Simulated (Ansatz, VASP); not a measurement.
# Sr in VASP and in Ansatz

File INCAR:

```
SYSTEM = Sr
  PREC = Accurate
  ENCUT = 520
  EDIFF = 1E-6
  ISMEAR = 0
  SIGMA = 0.03
  LREAL = .False.
  LASPH = .True.
  NELM = 100
  ALGO = Normal
  ISIF = 2
  LWAVE = .False.
  LCHARG = .False.
  GGA = PS
  NBANDS = 11
```

Contents of KPOINTS:

```
Automatic mesh
0
Gamma
  10 10 10
  0 0 0
```

The input POSCAR:

```
Sr
1.0
    0.3817281283      3.2446890908      3.2446890908
    3.2446890908      0.3817281283      3.2446890908
    3.2446890908      3.2446890908      0.3817281283
Sr
1
Direct
    0.0000000000      0.0000000000      0.0000000000
```

Input for Ansatz:

```yaml
crystal:
  lattice:
    - [0.3817281283, 3.2446890908, 3.2446890908]
    - [3.2446890908, 0.3817281283, 3.2446890908]
    - [3.2446890908, 3.2446890908, 0.3817281283]
  atoms:
    - { symbol: Sr, position: [0.0, 0.0, 0.0] }
basis:
  ecutwfc: 420
kpoints:
  mp_grid: { grid: [10, 10, 10] }
hamiltonian:
  xc: pbesol
scf:
  occupations: { method: gaussian, width: 0.03 }
output:
  forces: true
  stress: true
  eigenvalues: true
```

Alike in both runs: task single point; functional PBEsol; k mesh 10 × 10 × 10; occupations gaussian, width 0.03 eV; no spin polarisation.

|  | VASP | Ansatz |
| --- | --- | --- |
| version | VASP 6.6.1 | Ansatz 0.2.0 |
| potentials or method | VASP PAW PBE potentials, release 64 (Sr_sv), cutoff 520 eV | scalar-relativistic, plane waves, PAW |
| valence electrons in the cell | 10 | 10 |

```tsv
	VASP	Ansatz	Ansatz less VASP
gap on the k mesh at the Fermi level (eV)	none	none	-
pressure (GPa)	-0.4	-0.4	-0.01
traceless stress, the component that is largest in VASP (GPa)	-1.49	-1.49	+0.002
```

VASP's potentials were made for PBE, not for PBEsol. A gap of «none» marks a metal or a gap that the smearing closes. With one functional, cell and mesh, what is left measures potentials, basis and numerics.
